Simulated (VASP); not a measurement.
# BaTe (P6_3/mmc) in VASP: a series of runs

Aim: see how the results for BaTe move with the level of theory and the settings. Levels: PBE, r2SCAN. Tasks: single point.

Program: VASP 6.6.1. These are calculated values, not measurements. Logs are shortened: lines on timing, memory, paths and dates and some standing lists are left out, and cuts for length are marked.

### Step 1. The cell of the first run

The structure is hexagonal, space group P6_3/mmc (No. 194). Conventional cell: a = 4.669 Å, b = 4.669 Å, c = 8.832 Å, α = 90.00°, β = 90.00°, γ = 120.00°. Ba (site symmetry -3m) has 6 Te at 3.48 Å and 8 Ba at 4.42 to 4.67 Å within 4.7 Å. Within 4.7 Å of Te (site symmetry -6m2) lie 6 Ba at 3.48 Å and 6 Te at 4.67 Å.

### Step 2. Single point, PBE (epitaxial xy strain -4.6%)

Input file INCAR:

```
  PREC = Accurate
  ENCUT = 520
  EDIFF = 1E-6
  ISMEAR = -1
  SIGMA = 0.02
  LREAL = F
  LASPH = T
  NELM = 80
  ALGO = Normal
  ISIF = 2
  LWAVE = F
  LCHARG = T
  GGA = PE
  LELF = T
  LVHAR = T
  NBANDS = 24
```

Input file KPOINTS:

```
regular mesh
0
Gamma
  6 6 4
```

Input file POSCAR:

```
BaTe
1.0
    4.6692053254      0.0000000000      0.0000000000
   -2.3346026627      4.0436504273      0.0000000000
    0.0000000000      0.0000000000      8.8318054955
Ba Te
2 2
Direct
    0.0000000000      0.0000000000      0.0000000000
    0.0000000000      0.0000000000      0.5000000000
    0.3333333333      0.6666666667      0.2500000000
    0.6666666667      0.3333333333      0.7500000000
```

Potentials or basis: VASP PAW PBE potentials, release 64 (Ba_sv, Te).

Command:

```console
> cat potpaw_PBE.64/Ba_sv/POTCAR potpaw_PBE.64/Te/POTCAR > POTCAR
> mpirun -np 1 vasp_std > vasp.out
```

OUTCAR:

```text
PREC = Accurate
   ENCUT = 520
   EDIFF = 1E-6
   ISMEAR = -1
   LREAL = F
   LASPH = T
   NELM = 80
   ISIF = 2
   GGA = PE

 ion  position               nearest neighbor table
   1  0.000  0.000  0.000-   3 3.48   4 3.48   4 3.48   3 3.48   4 3.48   3 3.48   2 4.42   2 4.42

   2  0.000  0.000  0.500-   3 3.48   4 3.48   4 3.48   3 3.48   4 3.48   3 3.48   1 4.42   1 4.42

   3  0.333  0.667  0.250-   1 3.48   2 3.48   1 3.48   2 3.48   1 3.48   2 3.48
   4  0.667  0.333  0.750-   1 3.48   2 3.48   1 3.48   2 3.48   1 3.48   2 3.48

  LATTYP: Found a hexagonal cell.
 ALAT       =     4.6692053254
 C/A-ratio  =     1.8915007758

  Lattice vectors:

 A1 = (   4.6692053254,   0.0000000000,   0.0000000000)
 A2 = (  -2.3346026627,   4.0436504273,   0.0000000000)
 A3 = (   0.0000000000,   0.0000000000,   8.8318054955)

Analysis of symmetry for initial positions (statically):
=====================================================================
 Subroutine PRICEL returns:
 Original cell was already a primitive cell.

 Routine SETGRP: Setting up the symmetry group for a
 hexagonal supercell.

 Subroutine GETGRP returns: Found 24 space group operations
 (whereof 12 operations were pure point group operations)
 out of a pool of 24 trial point group operations.

The static configuration has the point symmetry D_3d.
 The point group associated with its full space group is D_6h.

Analysis of symmetry for dynamics (positions and initial velocities):
=====================================================================
 Subroutine PRICEL returns:
 Original cell was already a primitive cell.

 Routine SETGRP: Setting up the symmetry group for a
 hexagonal supercell.

 Subroutine GETGRP returns: Found 24 space group operations
 (whereof 12 operations were pure point group operations)
 out of a pool of 24 trial point group operations.

The dynamic configuration has the point symmetry D_3d.
 The point group associated with its full space group is D_6h.

 Subroutine INISYM returns: Found 24 space group operations
 (whereof 12 operations are pure point group operations),
 and found     1 'primitive' translations

----------------------------------------------------------------------------------------

                                     Primitive cell

  volume of cell :     166.7501

  direct lattice vectors                    reciprocal lattice vectors
     4.669205325  0.000000000  0.000000000     0.214169207  0.123650649  0.000000000
    -2.334602663  4.043650427  0.000000000     0.000000000  0.247301298  0.000000000
     0.000000000  0.000000000  8.831805495     0.000000000  0.000000000  0.113227131

  length of vectors
     4.669205325  4.669205325  8.831805495     0.247301298  0.247301298  0.113227131

  position of ions in fractional coordinates (direct lattice)
     0.000000000  0.000000000  0.000000000
     0.000000000  0.000000000  0.500000000
     0.333333333  0.666666667  0.250000000
     0.666666667  0.333333333  0.750000000

  ion indices of the primitive-cell ions
   primitive index   ion index
                 1           1
                 2           2
                 3           3
                 4           4

----------------------------------------------------------------------------------------

 KPOINTS: regular mesh

Automatic generation of k-mesh.
 Grid dimensions read from file:
 generate k-points for:    6    6    4

 Generating k-lattice:

  Cartesian coordinates                     Fractional coordinates (reciprocal lattice)
     0.035694868  0.020608442  0.000000000     0.166666667 -0.000000000  0.000000000
     0.000000000  0.041216883  0.000000000     0.000000000  0.166666667  0.000000000
     0.000000000  0.000000000  0.028306783     0.000000000  0.000000000  0.250000000

  Length of vectors
     0.041216883  0.041216883  0.028306783

  Shift w.r.t. Gamma in fractional coordinates (k-lattice)
     0.000000000  0.000000000  0.000000000

 Subroutine IBZKPT returns following result:
 ===========================================

 Found     21 irreducible k-points:

 Following reciprocal coordinates:
            Coordinates               Weight
  0.000000  0.000000  0.000000      1.000000
  0.166667 -0.000000  0.000000      6.000000
  0.333333  0.000000  0.000000      6.000000
  0.500000 -0.000000  0.000000      3.000000
  0.166667  0.166667  0.000000      6.000000
  0.333333  0.166667  0.000000     12.000000
[... 13 lines left out ...]
  0.333333  0.166667  0.500000     12.000000
  0.333333  0.333333  0.500000      2.000000
   k-points           NKPTS =     21   k-points in BZ     NKDIM =     21   number of bands    NBANDS=     24
   number of dos      NEDOS =    301   number of ions     NIONS =      4
   total plane-waves  NPLWV =  90720
   dimension x,y,z NGX =    36 NGY =   36 NGZ =   70
   dimension x,y,z NGXF=    72 NGYF=   72 NGZF=  140
   ions per type =               2   2
   NGX,Y,Z   is equivalent  to a cutoff of  12.82, 12.82, 13.18 a.u.
   NGXF,Y,Z  is equivalent  to a cutoff of  25.64, 25.64, 26.35 a.u.
 SYSTEM =  unknown system
   PREC   = accura    normal or accurate (medium, high low for compatibility)
   ISTART =      0    job   : 0-new  1-cont  2-samecut
   ICHARG =      2    charge: 1-file 2-atom 10-const
   ISPIN  =      1    spin polarized calculation?
   LNONCOLLINEAR =      F non collinear calculations
   LSORBIT =      F    spin-orbit coupling
   LASPH  =      T    aspherical Exc in radial PAW
   ENCUT  =  520.0 eV  38.22 Ry    6.18 a.u.   8.68  8.68 16.42*2*pi/ulx,y,z
   NELM   =     80;   NELMIN=  2; NELMDL= -5     # of ELM steps
   EDIFF  = 0.1E-05   stopping-criterion for ELM
   LREAL  =      F    real-space projection
   EDIFFG = 0.1E-04   stopping-criterion for IOM
   NSW    =      0    number of steps for IOM
   IBRION =     -1    ionic relax: 0-MD 1-quasi-New 2-CG
   NFREE  =      0    steps in history (QN), initial steepest desc. (CG)
   ISIF   =      2    stress and relaxation
   ISYM   =      2    0-nonsym 1-usesym 2-fastsym
   POTIM  = 0.5000    time-step for ionic-motion
   TEBEG  =    0.0;   TEEND  =   0.0 temperature during run
   PSTRESS=    0.0 pullay stress
   NELECT =      32.0000    total number of electrons
   NUPDOWN=      -1.0000    fix difference up-down
   EMIN   =  10.00;   EMAX   =-10.00  energy-range for DOS
   EFERMI =   0.00;   METHOD = LEGACY
   ISMEAR =    -1;   SIGMA  =   0.02  broadening in eV -4-tet -1-fermi 0-gaus
   EFERMI_NEDOS =   21; number of points for ismear=-14 and -15
   IALGO  =     38    algorithm
   IMIX   =      4    mixing-type and parameters
     AMIX     =   0.40;   BMIX     =  1.00
     AMIX_MAG =   1.60;   BMIX_MAG =  1.00
  volume/ion in A,a.u.               =      41.69       281.32
  Fermi-wavevector in a.u.,A,eV,Ry     =   0.944284  1.784439 12.131947  0.891673
  Thomas-Fermi vector in A             =   2.072074
   LORBIT       =      0    0 simple, 1 ext, 2 COOP (PROOUT), +10 PAW based schemes
   GGA     = PE    functional components
   LHFCALC =     F    Hartree Fock is set to
   AEXX    =    0.0000 exact exchange contribution
   IVDW    =     0    specifies the selected vdW correction
   LEPSILON=     F    determine dielectric tensor
   LRPA    =     F    only Hartree local field effects (RPA)
 non-spin polarized calculation
  energy-cutoff  :      520.00
  volume of cell :      166.75
 maximum number of plane-waves:      4513
 NGX is ok and might be reduce to    36
   NGX = 17   NGY = 17   NGZ = 33

 number of electron      31.9999999 magnetization

 Free energy of the ion-electron system (eV)
  ---------------------------------------------------
  ext. energy  EPLUGINS =         0.00000000
  ---------------------------------------------------
  free energy    TOTEN  =       -16.80256837 eV

  energy without entropy =      -16.80256837  energy(sigma->0) =      -16.80256837

 E-fermi :   3.2208     XC(G=0):  -8.3521

 val. band max:        2.7529813243   @ k =   0.0000   0.0000   0.0000
 cond. band min:       4.0716151751   @ k =   0.0000   0.0000   0.0000
 fundamental gap:      1.3186338508
 Fermi energy:         3.2208380142

 k-point     1 :       0.0000    0.0000    0.0000
  band No.  band energies     occupation
      1     -24.5947      2.00000
      2     -24.5758      2.00000
      3     -10.2595      2.00000
      4      -9.7450      2.00000
      5      -9.7450      2.00000
      6      -9.7056      2.00000
[... 16 lines left out ...]
     23       6.9881      0.00000
     24       7.7151      0.00000

 k-point     2 :       0.1667   -0.0000    0.0000
  band No.  band energies     occupation
      1     -24.5900      2.00000
      2     -24.5716      2.00000
      3     -10.1975      2.00000
      4      -9.8730      2.00000
      5      -9.7789      2.00000
      6      -9.7634      2.00000
[... 16 lines left out ...]
     23       7.4927      0.00000
     24       7.5810      0.00000

 k-point     3 :       0.3333    0.0000    0.0000
  band No.  band energies     occupation
      1     -24.5807      2.00000
      2     -24.5631      2.00000
      3     -10.1308      2.00000
      4     -10.0249      2.00000
      5      -9.9195      2.00000
      6      -9.7996      2.00000
[... 16 lines left out ...]
     23       7.5762      0.00000
     24       7.7256      0.00000
[... 433 lines left out ...]
 k-point    20 :       0.3333    0.1667    0.5000
  band No.  band energies     occupation
      1     -24.5674      2.00000
      2     -24.5674      2.00000
      3     -10.0586      2.00000
      4     -10.0586      2.00000
      5      -9.8460      2.00000
      6      -9.8460      2.00000
[... 16 lines left out ...]
     23       8.1344      0.00000
     24       8.1344      0.00000

 k-point    21 :       0.3333    0.3333    0.5000
  band No.  band energies     occupation
      1     -24.5652      2.00000
      2     -24.5652      2.00000
      3     -10.0186      2.00000
      4     -10.0186      2.00000
      5      -9.9322      2.00000
      6      -9.9322      2.00000
[... 16 lines left out ...]
     23       7.4038      0.00000
     24       7.4038      0.00000

------------------------ aborting loop because EDIFF is reached ----------------------------------------

  FORCE on cell =-STRESS in cart. coord.  units (eV):
  Direction    XX          YY          ZZ          XY          YZ          ZX
  --------------------------------------------------------------------------------------
  -------------------------------------------------------------------------------------
  Total        3.2978440      3.2978440      0.5392181      0.0000000     -0.0000000      0.0000000
  in kB       31.6865250     31.6865250      5.1809452      0.0000000     -0.0000000      0.0000000
  external PRESSURE =      22.8513318 kB  Pullay stress =       0.0000000 kB

 VOLUME and BASIS-vectors are now :
 -----------------------------------------------------------------------------
  energy-cutoff  :      520.00
  volume of cell :      166.75
      direct lattice vectors                 reciprocal lattice vectors
     4.669205325  0.000000000  0.000000000     0.214169207  0.123650649  0.000000000
    -2.334602663  4.043650427  0.000000000     0.000000000  0.247301298  0.000000000
     0.000000000  0.000000000  8.831805495     0.000000000  0.000000000  0.113227131

 POSITION                                       TOTAL-FORCE (eV/Angst)
 -----------------------------------------------------------------------------------
      0.00000      0.00000      0.00000        -0.000000      0.000000     -0.000000
      0.00000      0.00000      4.41590        -0.000000      0.000000     -0.000000
     -0.00000      2.69577      2.20795        -0.000000     -0.000000      0.000000
      2.33460      1.34788      6.62385         0.000000      0.000000      0.000000
 -----------------------------------------------------------------------------------
    total drift:                               -0.000000      0.000000     -0.000000

  FREE ENERGIE OF THE ION-ELECTRON SYSTEM (eV)
  ---------------------------------------------------
  free  energy   TOTEN  =       -16.8025683675 eV

  energy  without entropy=      -16.8025683675  energy(sigma->0) =      -16.80256837
```

Wall time 2.6 min (1 thread of Intel Xeon 8259CL, shared host); peak memory 0.32 GiB.

Results:

```yaml
Free_energy: -16.8026 eV
Pressure: 2.3 GPa
Band_gap_on_the_k_mesh: 1.32 eV
```

Stress tensor (GPa, compression positive):
```
3.17 0.00 0.00
0.00 3.17 0.00
0.00 0.00 0.52
```

Caveat: the cell differs from its parent crystal (epitaxial xy strain -4.6%); spin-orbit coupling is left out, which moves the levels of the heavy elements. A k mesh can miss the band edges.

### Step 3. Single point, r2SCAN (epitaxial xy strain -4.6%)

POSCAR is that of step 2.

Input file INCAR.step1:

```
SYSTEM = BaTe
ALGO = Normal ; EDIFF = 1E-4
ENCUT = 520 ; GGA = PE
ISMEAR = 0 ; LASPH = .TRUE.
LCHARG = .FALSE. ; LREAL = .FALSE.
LWAVE = .TRUE. ; NBANDS = 24
NELM = 100 ; PREC = Accurate
SIGMA = 0.01
```

Input file INCAR.step2:

```
SYSTEM = BaTe
ALGO = Normal ; EDIFF = 1E-7
ENCUT = 520 ; ISIF = 2
ISMEAR = 0 ; ISTART = 1
LASPH = .TRUE. ; LCHARG = .TRUE.
LELF = .TRUE. ; LMIXTAU = .TRUE.
LREAL = .FALSE. ; LVHAR = .TRUE.
LWAVE = .FALSE. ; METAGGA = R2SCAN
NBANDS = 24 ; NELM = 100
PREC = Accurate ; SIGMA = 0.01
```

Input file KPOINTS:

```
k-points
0
G
  6 6 4
  0 0 0
```

Potentials or basis: VASP PAW PBE potentials, release 64 (Ba_sv, Te).

Command:

```console
> cat potpaw_PBE.64/Ba_sv/POTCAR potpaw_PBE.64/Te/POTCAR > POTCAR
> cp INCAR.step1 INCAR
> mpirun -np 1 vasp_std > vasp.out
> cp INCAR.step2 INCAR
> mpirun -np 1 vasp_std > vasp.out
```

OUTCAR:

```text
SYSTEM = BaTe
   EDIFF = 1E-7
   ENCUT = 520
   ISIF = 2
   ISMEAR = 0
   ISTART = 1
   LASPH = .TRUE.
   LREAL = .FALSE.
   METAGGA = R2SCAN
   NELM = 100
   PREC = Accurate

 ion  position               nearest neighbor table
   1  0.000  0.000  0.000-   3 3.48   4 3.48   4 3.48   3 3.48   4 3.48   3 3.48   2 4.42   2 4.42

   2  0.000  0.000  0.500-   3 3.48   4 3.48   4 3.48   3 3.48   4 3.48   3 3.48   1 4.42   1 4.42

   3  0.333  0.667  0.250-   1 3.48   2 3.48   1 3.48   2 3.48   1 3.48   2 3.48
   4  0.667  0.333  0.750-   1 3.48   2 3.48   1 3.48   2 3.48   1 3.48   2 3.48

  LATTYP: Found a hexagonal cell.
 ALAT       =     4.6692053254
 C/A-ratio  =     1.8915007758

  Lattice vectors:

 A1 = (   4.6692053254,   0.0000000000,   0.0000000000)
 A2 = (  -2.3346026627,   4.0436504273,   0.0000000000)
 A3 = (   0.0000000000,   0.0000000000,   8.8318054955)

Analysis of symmetry for initial positions (statically):
=====================================================================
 Subroutine PRICEL returns:
[... 171 lines left out ...]

  energy without entropy =     -111.57266930  energy(sigma->0) =     -111.57266930

 E-fermi :   2.6674     XC(G=0):  -8.7468

 val. band max:        2.5556681241   @ k =   0.0000   0.0000   0.0000
 cond. band min:       4.2479108630   @ k =   0.0000   0.0000   0.0000
 fundamental gap:      1.6922427389
 Fermi energy:         2.6673942124

 k-point     1 :       0.0000    0.0000    0.0000
  band No.  band energies     occupation
      1     -25.6041      2.00000
      2     -25.5844      2.00000
      3     -10.8640      2.00000
      4     -10.3332      2.00000
      5     -10.3332      2.00000
      6     -10.2924      2.00000
[... 556 lines left out ...]
     23       7.7653      0.00000
     24       7.7653      0.00000

------------------------ aborting loop because EDIFF is reached ----------------------------------------

  FORCE on cell =-STRESS in cart. coord.  units (eV):
  Direction    XX          YY          ZZ          XY          YZ          ZX
  --------------------------------------------------------------------------------------
  -------------------------------------------------------------------------------------
  Total        3.4592003      3.4592003      0.4712681      0.0000000     -0.0000000      0.0000000
  in kB       33.2368781     33.2368781      4.5280637      0.0000000     -0.0000000      0.0000000
  external PRESSURE =      23.6672733 kB  Pullay stress =       0.0000000 kB

 VOLUME and BASIS-vectors are now :
 -----------------------------------------------------------------------------
  energy-cutoff  :      520.00
  volume of cell :      166.75
      direct lattice vectors                 reciprocal lattice vectors
     4.669205325  0.000000000  0.000000000     0.214169207  0.123650649  0.000000000
    -2.334602663  4.043650427  0.000000000     0.000000000  0.247301298  0.000000000
     0.000000000  0.000000000  8.831805495     0.000000000  0.000000000  0.113227131

 POSITION                                       TOTAL-FORCE (eV/Angst)
 -----------------------------------------------------------------------------------
      0.00000      0.00000      0.00000         0.000000     -0.000000     -0.000000
      0.00000      0.00000      4.41590         0.000000     -0.000000     -0.000000
     -0.00000      2.69577      2.20795         0.000000     -0.000000      0.000000
      2.33460      1.34788      6.62385        -0.000000      0.000000     -0.000000
 -----------------------------------------------------------------------------------
    total drift:                               -0.000000      0.000000     -0.000000

  FREE ENERGIE OF THE ION-ELECTRON SYSTEM (eV)
  ---------------------------------------------------
  free  energy   TOTEN  =      -111.5726692953 eV

  energy  without entropy=     -111.5726692953  energy(sigma->0) =     -111.57266930
```

OSZICAR.step1:

```text
N       E                     dE             d eps       ncg     rms          rms(c)
DAV:   1     0.204606814654E+03    0.20461E+03   -0.12766E+04  1008   0.112E+03
DAV:   2    -0.117916200414E+01   -0.20579E+03   -0.19510E+03  1360   0.200E+02
DAV:   3    -0.163707982289E+02   -0.15192E+02   -0.15068E+02  1368   0.593E+01
DAV:   4    -0.170375156790E+02   -0.66672E+00   -0.66618E+00  1624   0.105E+01
DAV:   5    -0.170433621780E+02   -0.58465E-02   -0.58462E-02  1280   0.116E+00    0.542E+00
DAV:   6    -0.167948588731E+02    0.24850E+00   -0.41861E-01  1320   0.233E+00    0.363E+00
DAV:   7    -0.167958867564E+02   -0.10279E-02   -0.39915E-01  1376   0.265E+00    0.938E-01
DAV:   8    -0.167998663934E+02   -0.39796E-02   -0.53108E-02  1216   0.934E-01    0.254E-01
DAV:   9    -0.168018664833E+02   -0.20001E-02   -0.36033E-03  1288   0.313E-01    0.781E-02
DAV:  10    -0.168022198784E+02   -0.35340E-03   -0.22658E-04  1072   0.645E-02    0.483E-02
DAV:  11    -0.168025677435E+02   -0.34787E-03   -0.54125E-04  1016   0.117E-01    0.186E-02
DAV:  12    -0.168025683308E+02   -0.58726E-06   -0.13702E-05   896   0.206E-02
   1 F= -.16802568E+02 E0= -.16802568E+02  d E =-.633727E-79
```

It took 6.5 min on 1 thread of Intel Xeon 8259CL, shared host; peak memory 0.37 GiB.

What came out:

```yaml
Free_energy: -111.5727 eV
Pressure: 2.4 GPa
Band_gap_on_the_k_mesh: 1.69 eV
```

Levels at points of the mesh, in eV from the valence-band top:
```
           k point  band 13  band 14  band 15  band 16  band 17  band 18  band 19  band 20
(0.00, 0.00, 0.00)    -0.96    -0.58     0.00     0.00     1.69     3.35     3.35     3.52
(0.50, 0.00, 0.00)    -1.37    -1.22    -0.95    -0.40     1.81     2.80     4.70     5.12
(0.00, 0.00, 0.50)    -0.56    -0.56    -0.56    -0.56     3.12     3.12     3.93     3.93
(0.50, 0.00, 0.50)    -1.36    -1.36    -0.85    -0.85     2.47     2.47     4.57     4.57
```

Caveat: the cell differs from its parent crystal (epitaxial xy strain -4.6%); the PAW data sets were made with another functional, which shifts forces and pressure a little; spin-orbit coupling is left out, which moves the levels of the heavy elements. A k mesh can miss the band edges.
